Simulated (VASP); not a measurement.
# LaFeGe (P-6m2) in VASP: notebook

LaFeGe is run at these levels: PBE; tasks: single point.

Program: VASP 6.6.1. These are calculated values, not measurements. Logs are shortened: lines on timing, memory, paths and dates and some standing lists are left out, and cuts for length are marked.

**1. The cell of the first run**

Symmetry: P-6m2, No. 187, hexagonal system. The conventional cell has a = 4.232 Å, b = 4.232 Å, c = 4.286 Å, α = 90.00°, β = 90.00°, γ = 120.00°. Within 4.3 Å of La (site symmetry -6m2) lie 6 Ge at 3.25 Å and 6 Fe at 3.25 Å and 8 La at 4.23 to 4.29 Å. Within 3.3 Å of Ge (site symmetry -6m2) lie 3 Fe at 2.44 Å and 6 La at 3.25 Å. Fe (site symmetry -6m2) has 3 Ge at 2.44 Å and 6 La at 3.25 Å within 3.3 Å.

**2. Single point, PBE**

The input, INCAR:

```
ALGO = Normal
EDIFF = 1E-6
ENCUT = 690
GGA = PE
GGA_COMPAT = False
ISIF = 2
ISMEAR = -1
LASPH = True
LCHARG = True
LELF = True
LMAXMIX = 6
LREAL = False
LVHAR = True
LWAVE = False
NBANDS = 28
NELM = 200
PREC = Accurate
SIGMA = 0.05
```

The input, KPOINTS:

```
k-points
0
Gamma
  7 7 6
```

The input, POSCAR:

```
LaFeGe
1.0
    4.2318077991      0.0000000000      0.0000000000
   -2.1159038996      3.6648530580      0.0000000000
    0.0000000000      0.0000000000      4.2857840000
La Ge Fe
1 1 1
Direct
    0.0000000000      0.0000000000      0.0000000000
    0.6666666667      0.3333333333      0.5000000000
    0.3333333333      0.6666666667      0.5000000000
```

Potentials or basis: VASP PAW PBE potentials, release 64 (La, Ge_d, Fe_sv).

Launch:

```bash
$ cat potpaw_PBE.64/La/POTCAR potpaw_PBE.64/Ge_d/POTCAR potpaw_PBE.64/Fe_sv/POTCAR > POTCAR
$ mpirun -np 1 vasp_std > vasp.out
```

OUTCAR:

```text
EDIFF = 1E-6
   ENCUT = 690
   GGA = PE
   ISIF = 2
   ISMEAR = -1
   LASPH = True
   LREAL = False
   NELM = 200
   PREC = Accurate

 ion  position               nearest neighbor table
   1  0.000  0.000  0.000-   2 3.25   2 3.25   2 3.25   2 3.25   2 3.25   2 3.25
   2  0.667  0.333  0.500-   3 2.44   3 2.44   3 2.44   1 3.25   1 3.25   1 3.25   1 3.25   1 3.25
                             1 3.25
   3  0.333  0.667  0.500-   2 2.44   2 2.44   2 2.44

  LATTYP: Found a hexagonal cell.
 ALAT       =     4.2318077991
 C/A-ratio  =     1.0127548801

  Lattice vectors:

 A1 = (   4.2318077991,   0.0000000000,   0.0000000000)
 A2 = (  -2.1159038996,   3.6648530580,   0.0000000000)
 A3 = (   0.0000000000,   0.0000000000,   4.2857840000)

Analysis of symmetry for initial positions (statically):
=====================================================================
 Subroutine PRICEL returns:
 Original cell was already a primitive cell.

 Routine SETGRP: Setting up the symmetry group for a
 hexagonal supercell.

 Subroutine GETGRP returns: Found 12 space group operations
 (whereof 12 operations were pure point group operations)
 out of a pool of 24 trial point group operations.

The static configuration has the point symmetry D_3h.

Analysis of symmetry for dynamics (positions and initial velocities):
=====================================================================
 Subroutine PRICEL returns:
 Original cell was already a primitive cell.

 Routine SETGRP: Setting up the symmetry group for a
 hexagonal supercell.

 Subroutine GETGRP returns: Found 12 space group operations
 (whereof 12 operations were pure point group operations)
 out of a pool of 24 trial point group operations.

The dynamic configuration has the point symmetry D_3h.

 Subroutine INISYM returns: Found 12 space group operations
 (whereof 12 operations are pure point group operations),
 and found     1 'primitive' translations

----------------------------------------------------------------------------------------

                                     Primitive cell

  volume of cell :      66.4680

  direct lattice vectors                    reciprocal lattice vectors
     4.231807799  0.000000000  0.000000000     0.236305628  0.136431118  0.000000000
    -2.115903900  3.664853058  0.000000000     0.000000000  0.272862236  0.000000000
     0.000000000  0.000000000  4.285784000     0.000000000  0.000000000  0.233329538

  length of vectors
     4.231807799  4.231807799  4.285784000     0.272862236  0.272862236  0.233329538

  position of ions in fractional coordinates (direct lattice)
     0.000000000  0.000000000  0.000000000
     0.666666667  0.333333333  0.500000000
     0.333333333  0.666666667  0.500000000

  ion indices of the primitive-cell ions
   primitive index   ion index
                 1           1
                 2           2
                 3           3

----------------------------------------------------------------------------------------

 KPOINTS: k-points

Automatic generation of k-mesh.
 Grid dimensions read from file:
 generate k-points for:    7    7    6

 Generating k-lattice:

  Cartesian coordinates                     Fractional coordinates (reciprocal lattice)
     0.033757947  0.019490160  0.000000000     0.142857143  0.000000000  0.000000000
     0.000000000  0.038980319  0.000000000     0.000000000  0.142857143  0.000000000
     0.000000000  0.000000000  0.038888256     0.000000000  0.000000000  0.166666667

  Length of vectors
     0.038980319  0.038980319  0.038888256

  Shift w.r.t. Gamma in fractional coordinates (k-lattice)
     0.000000000  0.000000000  0.000000000

 Subroutine IBZKPT returns following result:
 ===========================================

 Found     32 irreducible k-points:

 Following reciprocal coordinates:
            Coordinates               Weight
  0.000000  0.000000  0.000000      1.000000
  0.142857 -0.000000  0.000000      6.000000
  0.285714  0.000000  0.000000      6.000000
  0.428571 -0.000000  0.000000      6.000000
  0.142857  0.142857  0.000000      6.000000
  0.285714  0.142857  0.000000     12.000000
[... 16 lines left out ...]
  0.428571  0.142857  0.333333     12.000000
  0.285714  0.285714  0.333333     12.000000
 [... further k-points ...]
   k-points           NKPTS =     32   k-points in BZ     NKDIM =     32   number of bands    NBANDS=     28
   number of dos      NEDOS =    301   number of ions     NIONS =      3
   total plane-waves  NPLWV =  51840
   dimension x,y,z NGX =    36 NGY =   36 NGZ =   40
   dimension x,y,z NGXF=    72 NGYF=   72 NGZF=   80
   ions per type =               1   1   1
   NGX,Y,Z   is equivalent  to a cutoff of  14.14, 14.14, 15.52 a.u.
   NGXF,Y,Z  is equivalent  to a cutoff of  28.29, 28.29, 31.03 a.u.
 SYSTEM =  unknown system
   PREC   = accura    normal or accurate (medium, high low for compatibility)
   ISTART =      0    job   : 0-new  1-cont  2-samecut
   ICHARG =      2    charge: 1-file 2-atom 10-const
   ISPIN  =      1    spin polarized calculation?
   LNONCOLLINEAR =      F non collinear calculations
   LSORBIT =      F    spin-orbit coupling
   LASPH  =      T    aspherical Exc in radial PAW
   ENCUT  =  690.0 eV  50.71 Ry    7.12 a.u.   9.06  9.06  9.18*2*pi/ulx,y,z
   NELM   =    200;   NELMIN=  2; NELMDL= -5     # of ELM steps
   EDIFF  = 0.1E-05   stopping-criterion for ELM
   LREAL  =      F    real-space projection
   EDIFFG = 0.1E-04   stopping-criterion for IOM
   NSW    =      0    number of steps for IOM
   IBRION =     -1    ionic relax: 0-MD 1-quasi-New 2-CG
   NFREE  =      0    steps in history (QN), initial steepest desc. (CG)
   ISIF   =      2    stress and relaxation
   ISYM   =      2    0-nonsym 1-usesym 2-fastsym
   POTIM  = 0.5000    time-step for ionic-motion
   TEBEG  =    0.0;   TEEND  =   0.0 temperature during run
   PSTRESS=    0.0 pullay stress
   NELECT =      41.0000    total number of electrons
   NUPDOWN=      -1.0000    fix difference up-down
   EMIN   =  10.00;   EMAX   =-10.00  energy-range for DOS
   EFERMI =   0.00;   METHOD = LEGACY
   ISMEAR =    -1;   SIGMA  =   0.05  broadening in eV -4-tet -1-fermi 0-gaus
   EFERMI_NEDOS =   21; number of points for ismear=-14 and -15
   IALGO  =     38    algorithm
   IMIX   =      4    mixing-type and parameters
     AMIX     =   0.40;   BMIX     =  1.00
     AMIX_MAG =   1.60;   BMIX_MAG =  1.00
  volume/ion in A,a.u.               =      22.16       149.52
  Fermi-wavevector in a.u.,A,eV,Ry     =   1.393580  2.633484 26.423396  1.942065
  Thomas-Fermi vector in A             =   2.517212
   LORBIT       =      0    0 simple, 1 ext, 2 COOP (PROOUT), +10 PAW based schemes
   GGA     = PE    functional components
   LHFCALC =     F    Hartree Fock is set to
   AEXX    =    0.0000 exact exchange contribution
   IVDW    =     0    specifies the selected vdW correction
   LEPSILON=     F    determine dielectric tensor
   LRPA    =     F    only Hartree local field effects (RPA)
 non-spin polarized calculation
  energy-cutoff  :      690.00
  volume of cell :       66.47
 maximum number of plane-waves:      2756
   NGX = 19   NGY = 19   NGZ = 19

 number of electron      40.9999986 magnetization

 Free energy of the ion-electron system (eV)
  ---------------------------------------------------
  ext. energy  EPLUGINS =         0.00000000
  ---------------------------------------------------
  free energy    TOTEN  =       -18.64877080 eV

  energy without entropy =      -18.61518043  energy(sigma->0) =      -18.63197562

 E-fermi :   8.0228     XC(G=0): -10.7848

 val. band max:        7.9633477801   @ k =   0.1429   0.1429   0.5000
 cond. band min:       8.0417666987   @ k =   0.1429   0.1429   0.0000
 fundamental gap:      0.0784189186
 Fermi energy:         8.0228286180

 k-point     1 :       0.0000    0.0000    0.0000
  band No.  band energies     occupation
      1     -78.1853      2.00000
      2     -44.3260      2.00000
      3     -44.3260      2.00000
      4     -44.1902      2.00000
      5     -24.3411      2.00000
      6     -15.8328      2.00000
[... 20 lines left out ...]
     27      10.4907      0.00000
     28      10.4954      0.00000

 k-point     2 :       0.1429   -0.0000    0.0000
  band No.  band energies     occupation
      1     -78.1853      2.00000
      2     -44.3261      2.00000
      3     -44.3260      2.00000
      4     -44.1901      2.00000
      5     -24.3348      2.00000
      6     -15.8324      2.00000
[... 20 lines left out ...]
     27      10.4585      0.00000
     28      10.5055      0.00000

 k-point     3 :       0.2857    0.0000    0.0000
  band No.  band energies     occupation
      1     -78.1853      2.00000
      2     -44.3264      2.00000
      3     -44.3260      2.00000
      4     -44.1902      2.00000
      5     -24.3204      2.00000
      6     -15.8313      2.00000
[... 20 lines left out ...]
     27      10.5004      0.00000
     28      10.5287      0.00000

 k-point     4 :       0.4286   -0.0000    0.0000
  band No.  band energies     occupation
      1     -78.1853      2.00000
      2     -44.3267      2.00000
      3     -44.3261      2.00000
      4     -44.1902      2.00000
      5     -24.3088      2.00000
      6     -15.8305      2.00000
[... 578 lines left out ...]
     27      10.5348      0.00000
     28      10.5787      0.00000

 k-point    23 :       0.4286    0.1429    0.3333
  band No.  band energies     occupation
      1     -78.1853      2.00000
      2     -44.3267      2.00000
      3     -44.3262      2.00000
      4     -44.1904      2.00000
      5     -24.2955      2.00000
      6     -15.8279      2.00000
[... 20 lines left out ...]
     27      10.5355      0.00000
     28      10.5709      0.00000

 k-point    24 :       0.2857    0.2857    0.3333
  band No.  band energies     occupation
      1     -78.1853      2.00000
      2     -44.3266      2.00000
      3     -44.3264      2.00000
      4     -44.1904      2.00000
      5     -24.2941      2.00000
      6     -15.8278      2.00000
[... 20 lines left out ...]
     27      10.5282      0.00000
     28      10.5509      0.00000

 [... further k-points ...]

------------------------ aborting loop because EDIFF is reached ----------------------------------------

  FORCE on cell =-STRESS in cart. coord.  units (eV):
  Direction    XX          YY          ZZ          XY          YZ          ZX
  --------------------------------------------------------------------------------------
  -------------------------------------------------------------------------------------
  Total       -1.9884644     -1.9884644     -1.0587565      0.0000000      0.0000000      0.0000000
  in kB      -47.9309039    -47.9309039    -25.5207769      0.0000000      0.0000000      0.0000000
  external PRESSURE =     -40.4608616 kB  Pullay stress =       0.0000000 kB

 VOLUME and BASIS-vectors are now :
 -----------------------------------------------------------------------------
  energy-cutoff  :      690.00
  volume of cell :       66.47
      direct lattice vectors                 reciprocal lattice vectors
     4.231807799  0.000000000  0.000000000     0.236305628  0.136431118  0.000000000
    -2.115903900  3.664853058  0.000000000     0.000000000  0.272862236  0.000000000
     0.000000000  0.000000000  4.285784000     0.000000000  0.000000000  0.233329538

 POSITION                                       TOTAL-FORCE (eV/Angst)
 -----------------------------------------------------------------------------------
      0.00000      0.00000      0.00000        -0.000000      0.000000      0.000000
      2.11590      1.22162      2.14289         0.000000      0.000000      0.000000
     -0.00000      2.44324      2.14289         0.000000      0.000000      0.000000
 -----------------------------------------------------------------------------------
    total drift:                                0.000000     -0.000000     -0.000000

  FREE ENERGIE OF THE ION-ELECTRON SYSTEM (eV)
  ---------------------------------------------------
  free  energy   TOTEN  =       -18.6487708001 eV

  energy  without entropy=      -18.6151804306  energy(sigma->0) =      -18.63197562
```

Run time: 84 s. Hardware: 1 thread of Intel Xeon Platinum 8375C at 2.90GHz (Ice Lake), shared host; peak memory 0.3 GiB.

What came out:

```
Free energy            : -18.6488 eV
Pressure               : -4.0 GPa
Band gap on the k mesh : zero (an odd number of electrons rules out a gap without spin polarisation)
```

Caveat: the cell stands under tension; spin-orbit coupling is left out, which moves the levels of the heavy elements; the run has no spin polarisation, though such a crystal can be magnetic.

(Continued in part 2 of 2.)

The gap in the log of VASP goes by the Fermi energy; the results here count the filled bands.